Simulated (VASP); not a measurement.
# ZrC (Fm-3m) in VASP: notebook

The runs below take ZrC through relaxation of the atoms, with r2SCAN.

Program: VASP 6.6.1. These are calculated values, not measurements. Logs are shortened: lines on timing, memory, paths and dates and some standing lists are left out, and cuts for length are marked.

## (1) The cell of the first run

Symmetry: Fm-3m, No. 225, cubic system. The conventional cell has a = 4.805 Å, b = 4.805 Å, c = 4.805 Å, α = 90.00°, β = 90.00°, γ = 90.00°. Zr (site symmetry m-3m) has 6 C at 2.40 Å within 3.2 Å. C (site symmetry m-3m) has 6 Zr at 2.40 Å within 3.2 Å.

## (2) Relaxation of the atoms, r2SCAN

Input file POSCAR:

```
ZrC
1.0
    0.0000000000      2.4023142700      2.4023142700
    2.4023142700      0.0000000000      2.4023142700
    2.4023142700      2.4023142700      0.0000000000
Zr C
1 1
Direct
    0.5000000000      0.5000000000      0.5000000000
    0.0000000000      0.0000000000      0.0000000000
```

Input file INCAR.step1:

```
  PREC = Accurate
  ENCUT = 520
  ISMEAR = -1
  SIGMA = 0.1
  LREAL = False
  LASPH = True
  NELM = 80
  GGA = PE
  ALGO = Normal
  EDIFF = 1E-4
  LWAVE = True
  LCHARG = False
```

Input file INCAR.step2:

```
  PREC = Accurate
  ENCUT = 520
  EDIFF = 1E-6
  ISMEAR = -1
  SIGMA = 0.1
  LREAL = False
  LASPH = True
  NELM = 80
  ALGO = Normal
  ISIF = 2
  LWAVE = False
  LCHARG = False
  METAGGA = R2SCAN
  LMIXTAU = True
  IBRION = 2
  NSW = 50
  EDIFFG = -0.01
  ISTART = 1
```

Input file KPOINTS:

```
Automatic mesh
0
Gamma
  12 12 12
```

Potentials or basis: VASP PAW PBE potentials, release 64 (Zr_sv, C).

Run with:

```
cat potpaw_PBE.64/Zr_sv/POTCAR potpaw_PBE.64/C/POTCAR > POTCAR
cp INCAR.step1 INCAR
mpirun -np 1 vasp_std > vasp.out
cp INCAR.step2 INCAR
mpirun -np 1 vasp_std > vasp.out
```

OUTCAR:

```text
PREC = Accurate
   ENCUT = 520
   EDIFF = 1E-6
   ISMEAR = -1
   LREAL = False
   LASPH = True
   NELM = 80
   ISIF = 2
   METAGGA = R2SCAN
   IBRION = 2
   NSW = 50
   EDIFFG = -0.01
   ISTART = 1

 ion  position               nearest neighbor table
   1  0.500  0.500  0.500-   2 2.40   2 2.40   2 2.40   2 2.40   2 2.40   2 2.40
   2  0.000  0.000  0.000-   1 2.40   1 2.40   1 2.40   1 2.40   1 2.40   1 2.40

  LATTYP: Found a face centered cubic cell.
 ALAT       =     4.8046285400

  Lattice vectors:

 A1 = (   0.0000000000,   2.4023142700,   2.4023142700)
 A2 = (   2.4023142700,   0.0000000000,   2.4023142700)
 A3 = (   2.4023142700,   2.4023142700,   0.0000000000)

Analysis of symmetry for initial positions (statically):
=====================================================================
 Subroutine PRICEL returns:
 Original cell was already a primitive cell.

 Routine SETGRP: Setting up the symmetry group for a
 face centered cubic supercell.

 Subroutine GETGRP returns: Found 48 space group operations
 (whereof 48 operations were pure point group operations)
 out of a pool of 48 trial point group operations.

The static configuration has the point symmetry O_h .

Analysis of symmetry for dynamics (positions and initial velocities):
=====================================================================
 Subroutine PRICEL returns:
 Original cell was already a primitive cell.

 Routine SETGRP: Setting up the symmetry group for a
 face centered cubic supercell.

 Subroutine GETGRP returns: Found 48 space group operations
 (whereof 48 operations were pure point group operations)
 out of a pool of 48 trial point group operations.

The dynamic configuration has the point symmetry O_h .

 Subroutine INISYM returns: Found 48 space group operations
 (whereof 48 operations are pure point group operations),
 and found     1 'primitive' translations

----------------------------------------------------------------------------------------

                                     Primitive cell

  volume of cell :      27.7281

  direct lattice vectors                    reciprocal lattice vectors
     0.000000000  2.402314270  2.402314270    -0.208132635  0.208132635  0.208132635
     2.402314270  0.000000000  2.402314270     0.208132635 -0.208132635  0.208132635
     2.402314270  2.402314270  0.000000000     0.208132635  0.208132635 -0.208132635

  length of vectors
[... 91 lines left out ...]
   TEBEG  =    0.0;   TEEND  =   0.0 temperature during run
   PSTRESS=    0.0 pullay stress
   NELECT =      16.0000    total number of electrons
   NUPDOWN=      -1.0000    fix difference up-down
   EMIN   =  10.00;   EMAX   =-10.00  energy-range for DOS
   EFERMI =   0.00;   METHOD = LEGACY
   ISMEAR =    -1;   SIGMA  =   0.10  broadening in eV -4-tet -1-fermi 0-gaus
   EFERMI_NEDOS =   21; number of points for ismear=-14 and -15
   IALGO  =     38    algorithm
   IMIX   =      4    mixing-type and parameters
     AMIX     =   0.40;   BMIX     =  1.00
     AMIX_MAG =   1.60;   BMIX_MAG =  1.00
  volume/ion in A,a.u.               =      13.86        93.56
  Fermi-wavevector in a.u.,A,eV,Ry     =   1.362935  2.575573 25.274055  1.857591
  Thomas-Fermi vector in A             =   2.489381
   LORBIT       =      0    0 simple, 1 ext, 2 COOP (PROOUT), +10 PAW based schemes
   METAGGA = R2SCAN    functional components
   LHFCALC =     F    Hartree Fock is set to
   AEXX    =    0.0000 exact exchange contribution
   IVDW    =     0    specifies the selected vdW correction
   LEPSILON=     F    determine dielectric tensor
   LRPA    =     F    only Hartree local field effects (RPA)
 conjugate gradient relaxation of ions
 non-spin polarized calculation
  energy-cutoff  :      520.00
  volume of cell :       27.73
 maximum number of plane-waves:       760
 NGX is ok and might be reduce to    28
   NGX = 13   NGY = 13   NGZ = 13

 number of electron      16.0000000 magnetization

 Free energy of the ion-electron system (eV)
  ---------------------------------------------------
  ext. energy  EPLUGINS =         0.00000000
  ---------------------------------------------------
  free energy    TOTEN  =       -34.66892975 eV

  energy without entropy =      -34.65988417  energy(sigma->0) =      -34.66440696

 E-fermi :   8.9358     XC(G=0): -12.5867

 val. band max:        8.8502387676   @ k =   0.5000   0.5000   0.0000
 cond. band min:       9.0385127852   @ k =   0.4167   0.3333   0.0000
 fundamental gap:      0.1882740176
 Fermi energy:         8.9357862185

 k-point     1 :       0.0000    0.0000    0.0000
  band No.  band energies     occupation
      1     -41.1840      2.00000
      2     -18.2227      2.00000
      3     -18.2227      2.00000
      4     -18.2227      2.00000
      5      -2.8870      2.00000
      6       9.8160      0.00030
      7       9.8160      0.00030
      8       9.8160      0.00030
      9      10.1892      0.00001
     10      10.1892      0.00001
     11      10.1892      0.00001
     12      11.6764      0.00000
[... 331 lines left out ...]
 k-point    24 :      -0.4167    0.1667    0.0000
  band No.  band energies     occupation
      1     -41.0976      2.00000
      2     -18.8451      2.00000
      3     -18.4101      2.00000
      4     -18.3109      2.00000
      5      -0.4528      2.00000
      6       4.3010      2.00000
      7       6.2845      2.00000
      8       6.2927      2.00000
      9      12.6361      0.00000
     10      13.1476      0.00000
     11      13.7491      0.00000
     12      16.7105      0.00000

 [... further k-points ...]

------------------------ aborting loop because EDIFF is reached ----------------------------------------

  FORCE on cell =-STRESS in cart. coord.  units (eV):
  Direction    XX          YY          ZZ          XY          YZ          ZX
  --------------------------------------------------------------------------------------
  -------------------------------------------------------------------------------------
  Total       -2.0443670     -2.0443670     -2.0443670      0.0000000     -0.0000000      0.0000000
  in kB     -118.1272225   -118.1272225   -118.1272225      0.0000000     -0.0000000      0.0000000
  external PRESSURE =    -118.1272225 kB  Pullay stress =       0.0000000 kB

 VOLUME and BASIS-vectors are now :
 -----------------------------------------------------------------------------
  energy-cutoff  :      520.00
  volume of cell :       27.73
      direct lattice vectors                 reciprocal lattice vectors
     0.000000000  2.402314270  2.402314270    -0.208132635  0.208132635  0.208132635
     2.402314270  0.000000000  2.402314270     0.208132635 -0.208132635  0.208132635
     2.402314270  2.402314270  0.000000000     0.208132635  0.208132635 -0.208132635

 POSITION                                       TOTAL-FORCE (eV/Angst)
 -----------------------------------------------------------------------------------
      2.40231      2.40231      2.40231         0.000000      0.000000      0.000000
      0.00000      0.00000      0.00000        -0.000000     -0.000000     -0.000000
 -----------------------------------------------------------------------------------
    total drift:                                0.000000      0.000000      0.000000

  FREE ENERGIE OF THE ION-ELECTRON SYSTEM (eV)
  ---------------------------------------------------
  free  energy   TOTEN  =       -34.6689297501 eV

  energy  without entropy=      -34.6598841701  energy(sigma->0) =      -34.66440696

 reached required accuracy - stopping structural energy minimisation
```

OUTCAR.step1:

```text
PREC = Accurate
   ENCUT = 520
   ISMEAR = -1
   LREAL = False
   LASPH = True
[... 581 lines left out ...]
      2.40231      2.40231      2.40231         0.000000      0.000000      0.000000
      0.00000      0.00000      0.00000         0.000000     -0.000000     -0.000000
 -----------------------------------------------------------------------------------
    total drift:                                0.000000      0.000000      0.000000

  FREE ENERGIE OF THE ION-ELECTRON SYSTEM (eV)
  ---------------------------------------------------
  free  energy   TOTEN  =       -19.4064464449 eV

  energy  without entropy=      -19.3956369171  energy(sigma->0) =      -19.40104168
```

OSZICAR.step1:

```text
N       E                     dE             d eps       ncg     rms          rms(c)
DAV:   1     0.103166023577E+03    0.10317E+03   -0.88033E+03  1728   0.133E+03
DAV:   2    -0.152986891681E+02   -0.11846E+03   -0.11185E+03  1992   0.332E+02
DAV:   3    -0.227866883795E+02   -0.74880E+01   -0.74056E+01  3156   0.714E+01
DAV:   4    -0.229637959943E+02   -0.17711E+00   -0.17699E+00  2072   0.795E+00
DAV:   5    -0.229668287262E+02   -0.30327E-02   -0.30323E-02  2636   0.934E-01    0.180E+01
DAV:   6    -0.196000236976E+02    0.33668E+01   -0.17944E+01  1948   0.282E+01    0.689E+00
DAV:   7    -0.194235227894E+02    0.17650E+00   -0.95995E-01  2060   0.754E+00    0.499E+00
DAV:   8    -0.194105003462E+02    0.13022E-01   -0.17165E-01  1860   0.383E+00    0.129E+00
DAV:   9    -0.194063216095E+02    0.41787E-02   -0.34418E-02  2168   0.127E+00    0.460E-01
DAV:  10    -0.194066919959E+02   -0.37039E-03   -0.21024E-03  2056   0.583E-01    0.338E-01
DAV:  11    -0.194064475546E+02    0.24444E-03   -0.81003E-04  1944   0.223E-01    0.280E-02
DAV:  12    -0.194064464449E+02    0.11097E-05   -0.15640E-05   912   0.444E-02
   1 F= -.19406446E+02 E0= -.19401042E+02  d E =-.108095E-01
```

It took 2.1 min on 1 thread of Oxide Virtual Turin-like, shared host; peak memory 0.15 GiB.

What came out:

```yaml
Free_energy: -34.6689 eV
Pressure_after_relaxing: -11.8 GPa
Band_gap_on_the_k_mesh: zero (bands 8 and 9 overlap by 1.23 eV)
```

Final structure:
```xyz
2
Lattice="0.0000 2.4023 2.4023 2.4023 0.0000 2.4023 2.4023 2.4023 0.0000" Properties=species:S:1:pos:R:3 pbc="T T T"
Zr    2.4023    2.4023    2.4023
C     0.0000    0.0000    0.0000
```

Caveat: the relaxation stopped at its first step, so nothing moved; the PAW data sets were made with another functional, which shifts forces and pressure a little.

## (3) Relaxation of the atoms, r2SCAN

This run uses another cell than the first one, of 13.34 Å³/atom.

Input file POSCAR:

```
ZrC
1.0
    0.0000000000      2.3717082100      2.3717082100
    2.3717082100      0.0000000000      2.3717082100
    2.3717082100      2.3717082100      0.0000000000
Zr C
1 1
Direct
    0.5000000000      0.5000000000      0.5000000000
    0.0000000000      0.0000000000      0.0000000000
```

Input file INCAR.step1:

```
PREC     = Accurate       # precision mode
ENCUT    = 520            # plane-wave cutoff, eV
ISMEAR   = -1             # smearing method
SIGMA    = 0.1            # smearing width, eV
LREAL    = F              # projectors in reciprocal space
LASPH    = T              # aspherical terms in the spheres
NELM     = 80             # most SCF steps
GGA      = PE             # functional
ALGO     = Normal         # electronic algorithm
EDIFF    = 1E-4           # SCF threshold, eV
LWAVE    = T              # write WAVECAR
LCHARG   = F              # write CHGCAR
```

Input file INCAR.step2:

```
PREC     = Accurate       # precision mode
ENCUT    = 520            # plane-wave cutoff, eV
EDIFF    = 1E-6           # SCF threshold, eV
ISMEAR   = -1             # smearing method
SIGMA    = 0.1            # smearing width, eV
LREAL    = F              # projectors in reciprocal space
LASPH    = T              # aspherical terms in the spheres
NELM     = 80             # most SCF steps
ALGO     = Normal         # electronic algorithm
ISIF     = 2              # what is computed and relaxed
LWAVE    = F              # write WAVECAR
LCHARG   = F              # write CHGCAR
METAGGA  = R2SCAN         # meta-GGA
LMIXTAU  = T            
IBRION   = 2              # ionic algorithm
NSW      = 50             # ionic steps
EDIFFG   = -0.01          # ionic threshold
ISTART   = 1
```

Input file KPOINTS:

```
regular mesh
0
Gamma
  12 12 12
```

Potentials or basis: VASP PAW PBE potentials, release 64 (Zr_sv, C).

Run with:

```
cat potpaw_PBE.64/Zr_sv/POTCAR potpaw_PBE.64/C/POTCAR > POTCAR
cp INCAR.step1 INCAR
mpirun -np 1 vasp_std > vasp.out
cp INCAR.step2 INCAR
mpirun -np 1 vasp_std > vasp.out
```

Wall time 3.6 min (1 thread of Oxide Virtual Turin-like, shared host); peak memory 0.15 GiB.

Results (log left out):

```
Free energy             : -34.7219 eV
Pressure after relaxing : -4.2 GPa
Band gap on the k mesh  : zero (bands 8 and 9 overlap by 1.30 eV)
```

Final structure:
```cif
data_structure
_symmetry_space_group_name_H-M 'P 1'
_symmetry_Int_Tables_number 1
_cell_length_a 3.3541
_cell_length_b 3.3541
_cell_length_c 3.3541
_cell_angle_alpha 60.000
_cell_angle_beta 60.000
_cell_angle_gamma 60.000
_cell_volume 26.68
loop_
_atom_site_label
_atom_site_type_symbol
_atom_site_fract_x
_atom_site_fract_y
_atom_site_fract_z
_atom_site_occupancy
Zr1 Zr 0.50000 0.50000 0.50000 1
C1 C 0.00000 0.00000 0.00000 1
```

Levels at points of the mesh, in eV from the Fermi level:
```csv
k point,band 5,band 6,band 7,band 8,band 9,band 10,band 11,band 12
"(0.00, 0.00, 0.00)",-11.97,0.89,0.89,0.89,1.28,1.28,1.28,2.86
"(0.50, 0.00, 0.00)",-8.99,-5.39,-3.04,-3.04,4.64,4.64,5.51,6.82
"(0.50, 0.50, 0.00)",-10.81,-2.28,-1.57,-0.05,-0.05,4.45,5.76,5.76
```

Caveat: the relaxation stopped at its first step, so nothing moved; the PAW data sets were made with another functional, which shifts forces and pressure a little.

## (4) Relaxation of the atoms, r2SCAN

This run uses another cell than the first one, of 13.60 Å³/atom.

Input file POSCAR:

```
ZrC
1.0
    0.0000000000      2.3871093500      2.3871093500
    2.3871093500      0.0000000000      2.3871093500
    2.3871093500      2.3871093500      0.0000000000
Zr C
1 1
Direct
    0.5000000000      0.5000000000      0.5000000000
    0.0000000000      0.0000000000      0.0000000000
```

Input file INCAR.step1:

```
SYSTEM = ZrC
  PREC = Accurate
  ENCUT = 520
  ISMEAR = -1
  SIGMA = 0.1
  LREAL = .FALSE.
  LASPH = .TRUE.
  NELM = 100
  GGA = PE
  ALGO = Normal
  EDIFF = 1E-4
  LWAVE = .TRUE.
  LCHARG = .FALSE.
```

Input file INCAR.step2:

```
SYSTEM = ZrC
  PREC = Accurate
  ENCUT = 520
  EDIFF = 1E-6
  ISMEAR = -1
  SIGMA = 0.1
  LREAL = .FALSE.
  LASPH = .TRUE.
  NELM = 100
  ALGO = Normal
  ISIF = 2
  LWAVE = .FALSE.
  LCHARG = .FALSE.
  METAGGA = R2SCAN
  LMIXTAU = .TRUE.
  IBRION = 2
  NSW = 50
  EDIFFG = -0.01
  ISTART = 1
```

Input file KPOINTS:

```
regular mesh
0
G
  12 12 12
  0 0 0
```

Potentials or basis: VASP PAW PBE potentials, release 64 (Zr_sv, C).

Run with:

```
cat potpaw_PBE.64/Zr_sv/POTCAR potpaw_PBE.64/C/POTCAR > POTCAR
cp INCAR.step1 INCAR
mpirun -np 1 vasp_std > vasp.out
cp INCAR.step2 INCAR
mpirun -np 1 vasp_std > vasp.out
```

OUTCAR:

```text
SYSTEM = ZrC
   PREC = Accurate
   ENCUT = 520
   EDIFF = 1E-6
   ISMEAR = -1
   LREAL = .FALSE.
   LASPH = .TRUE.
   NELM = 100
   ISIF = 2
   METAGGA = R2SCAN
   IBRION = 2
   NSW = 50
   EDIFFG = -0.01
   ISTART = 1

 ion  position               nearest neighbor table
   1  0.500  0.500  0.500-   2 2.39   2 2.39   2 2.39   2 2.39   2 2.39   2 2.39
   2  0.000  0.000  0.000-   1 2.39   1 2.39   1 2.39   1 2.39   1 2.39   1 2.39

  LATTYP: Found a face centered cubic cell.
 ALAT       =     4.7742187000

  Lattice vectors:
[... 550 lines left out ...]

  FORCE on cell =-STRESS in cart. coord.  units (eV):
  Direction    XX          YY          ZZ          XY          YZ          ZX
  --------------------------------------------------------------------------------------
  -------------------------------------------------------------------------------------
  Total       -1.3955761     -1.3955761     -1.3955761     -0.0000000     -0.0000000      0.0000000
  in kB      -82.1896563    -82.1896563    -82.1896563     -0.0000000     -0.0000000      0.0000000
  external PRESSURE =     -82.1896563 kB  Pullay stress =       0.0000000 kB

 VOLUME and BASIS-vectors are now :
 -----------------------------------------------------------------------------
  energy-cutoff  :      520.00
  volume of cell :       27.20
      direct lattice vectors                 reciprocal lattice vectors
     0.000000000  2.387109350  2.387109350    -0.209458356  0.209458356  0.209458356
     2.387109350  0.000000000  2.387109350     0.209458356 -0.209458356  0.209458356
     2.387109350  2.387109350  0.000000000     0.209458356  0.209458356 -0.209458356

 POSITION                                       TOTAL-FORCE (eV/Angst)
 -----------------------------------------------------------------------------------
      2.38711      2.38711      2.38711        -0.000000     -0.000000     -0.000000
      0.00000      0.00000      0.00000         0.000000      0.000000      0.000000
 -----------------------------------------------------------------------------------
    total drift:                                0.000000      0.000000      0.000000

  FREE ENERGIE OF THE ION-ELECTRON SYSTEM (eV)
  ---------------------------------------------------
  free  energy   TOTEN  =       -34.7015888305 eV

  energy  without entropy=      -34.6925482784  energy(sigma->0) =      -34.69706855

 reached required accuracy - stopping structural energy minimisation
```

OUTCAR.step1:

```text
SYSTEM = ZrC
   PREC = Accurate
   ENCUT = 520
   ISMEAR = -1
   LREAL = .FALSE.
   LASPH = .TRUE.
[... 581 lines left out ...]
      2.38711      2.38711      2.38711        -0.000000      0.000000      0.000000
      0.00000      0.00000      0.00000         0.000000     -0.000000     -0.000000
 -----------------------------------------------------------------------------------
    total drift:                                0.000000      0.000000      0.000000

  FREE ENERGIE OF THE ION-ELECTRON SYSTEM (eV)
  ---------------------------------------------------
  free  energy   TOTEN  =       -19.4386924414 eV

  energy  without entropy=      -19.4279214214  energy(sigma->0) =      -19.43330693
```

Wall time 3.4 min (1 thread of Oxide Virtual Turin-like, shared host); peak memory 0.15 GiB.

Results:

| Quantity | Value |
| --- | --- |
| Free energy | -34.7016 eV |
| Pressure after relaxing | -8.2 GPa |
| Band gap on the k mesh | zero (bands 8 and 9 overlap by 1.26 eV) |

Final structure:
```
Zr C
1.0
     0.00000    2.38711    2.38711
     2.38711    0.00000    2.38711
     2.38711    2.38711    0.00000
Zr C
1 1
Cartesian
  2.3871 2.3871 2.3871
  0.0000 0.0000 0.0000
```

Caveat: the relaxation stopped at its first step, so nothing moved; the PAW data sets were made with another functional, which shifts forces and pressure a little.

## (5) Summary

| cell | gap on the mesh (eV) | pressure (GPa) |
| --- | --- | --- |
| atoms relaxed from a = 3.397 Å, angles 60.0°, 2 atoms | none | -11.8 |
| atoms relaxed from a = 3.354 Å, angles 60.0°, 2 atoms | none | -4.2 |
| atoms relaxed from a = 3.376 Å, angles 60.0°, 2 atoms | none | -8.2 |

Alike in all rows: task relaxation of the atoms; level r2SCAN; potentials or basis VASP PAW PBE potentials, release 64 (Zr_sv, C); no spin polarisation; k mesh 12 × 12 × 12; cutoff (eV) 520; smearing fermi-dirac 0.1 eV.

Caveats: the relaxation stopped at its first step, so nothing moved; the PAW data sets were made with another functional, which shifts forces and pressure a little.

Total energies depend on the potentials used, so only differences within one code and one set of settings carry meaning.

The gap in the log of VASP goes by the Fermi energy; the results here count the filled bands.